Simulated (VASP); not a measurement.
## BaTiO3: single point with PBE+U

Crystal: BaTiO3.

```
Ba Ti O
1.0
     3.99038    0.00000    0.00000
     0.00000    3.99038    0.00000
     0.00000    0.00000    4.10266
Ba Ti O
1 1 3
Direct
  0.50000 0.50000 0.58254
  0.00000 0.00000 0.10004
  0.00000 0.50000 0.06422
  0.50000 0.00000 0.06422
  0.00000 0.00000 0.54897
```

| Item | Value |
| --- | --- |
| Program | VASP 6.6.1 |
| Task | single point |
| Functional | PBE |
| Potentials or basis | VASP PAW PBE potentials, release 64 (Ba_sv, Ti_sv, O_h) |
| Cutoff | 910 eV |
| k mesh | 4 × 4 × 4 |
| Occupations | gaussian, width 0.1 eV |
| Spin | collinear spin |
| Starting moments | [0.0, 1.0, 0.0, 0.0, 0.0] μB |
| Hubbard terms | Ti d U = 4.0 eV |

```yaml
Pressure: 6.1 GPa
Largest_force: 0.771 eV/Å
Band_gap_on_the_k_mesh: 2.27 eV (least direct gap 2.74 eV)
Net_moment: 0.00 μB per cell
Valence_electrons_inside_the_program's_atomic_spheres: Ba 7.98; Ti 10.11; O 3.38
```

Forces in eV/Å, atoms in the order of the input:
```
Ba   0.000  0.000  0.020
Ti   0.000  0.000 -0.708
O    0.000  0.000 -0.041
O    0.000  0.000 -0.041
O    0.000  0.000  0.771
```

Stress tensor (GPa, compression positive):
```
5.84 0.00 0.00
0.00 5.84 0.00
0.00 0.00 6.55
```

Levels at points of the mesh, in eV from the valence-band top:
Spin up:
| k point | band 18 | band 19 | band 20 | band 21 | band 22 | band 23 |
| --- | --- | --- | --- | --- | --- | --- |
| (0.00, 0.00, 0.00) | -0.63 | -0.46 | -0.46 | 2.27 | 2.58 | 2.58 |
| (0.50, 0.00, 0.00) | -1.68 | -1.28 | -1.12 | 2.73 | 3.92 | 3.95 |
| (0.50, 0.50, 0.00) | -1.08 | -1.08 | -0.08 | 3.99 | 3.99 | 4.36 |
| (0.00, 0.00, 0.50) | -1.96 | -0.79 | -0.79 | 2.44 | 3.89 | 3.89 |
| (0.50, 0.00, 0.50) | -1.06 | -1.01 | -0.35 | 3.91 | 3.96 | 4.26 |
| (0.50, 0.50, 0.50) | -0.27 | -0.27 | 0.00 | 4.50 | 4.50 | 4.59 |
Spin down:
```
           k point  band 17  band 18  band 19  band 20  band 21  band 22  band 23  band 24
(0.00, 0.00, 0.00)    -1.24    -0.63    -0.46    -0.46     2.27     2.58     2.58     4.05
(0.50, 0.00, 0.00)    -1.83    -1.68    -1.28    -1.12     2.73     3.92     3.95     4.05
(0.50, 0.50, 0.00)    -2.03    -1.08    -1.08    -0.08     3.99     3.99     4.36     4.40
(0.00, 0.00, 0.50)    -1.96    -1.96    -0.79    -0.79     2.44     3.89     3.89     4.05
(0.50, 0.00, 0.50)    -1.94    -1.06    -1.01    -0.35     3.91     3.96     4.26     4.80
(0.50, 0.50, 0.50)    -2.46    -0.27    -0.27     0.00     4.50     4.50     4.59     6.19
```

Eigenvalues of the final occupation matrices:
```csv
site,spin,trace,eigenvalues
site 2 d,1,0.81,0.10 0.11 0.11 0.23 0.25
site 2 d,2,0.81,0.10 0.11 0.11 0.23 0.25
```

It took 2.4 min on 1 thread of Intel(R) Xeon(R) Platinum 8375C CPU @ 2.90GHz (Ice Lake), on a shared host, peak memory 0.36 GiB.

Caveat: the cutoff is under 1.25 times the usual one of these potentials, so pressure, stress and relaxed cells hold a basis-set (Pulay) error; the cell stands under pressure; spin-orbit coupling is left out, which moves the levels of the heavy elements. A k mesh can miss the band edges.
